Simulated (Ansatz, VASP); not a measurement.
BaS: VASP beside Ansatz

```xyz
2
Lattice="0.0158 3.1742 3.1742 3.1742 0.0158 3.1742 3.1742 3.1742 0.0158" Properties=species:S:1:pos:R:3 pbc="T T T"
Ba    0.0000    0.0000    0.0000
S     3.1821    3.1821    3.1821
```

Change from the starting cell: equal xy, yz and zx engineering shears of +0.5 %.

Alike in both runs: functional PBEsol; k mesh 8 × 8 × 8; non-collinear spin, spin-orbit coupling.

Ansatz relaxed the structure, and its values are those at the end. VASP's run is a single point on that final structure, the one shown.

|  | VASP | Ansatz |
| --- | --- | --- |
| version | VASP 6.6.1 | Ansatz 0.2.0 |
| potentials or method | VASP PAW PBE potentials, release 64 (Ba_sv, S), cutoff 520 eV | all-electron LAPW |
| occupations | gaussian, width 0.01 eV | fixed |

```csv
,VASP,Ansatz,Ansatz less VASP
pressure (GPa),0.6,0.0,-0.68
net moment per atom (μB),0.00,0.00,0.000
```

VASP's potentials were made for PBE, not for PBEsol. Ansatz ran all-electron here, and VASP with PAW potentials.
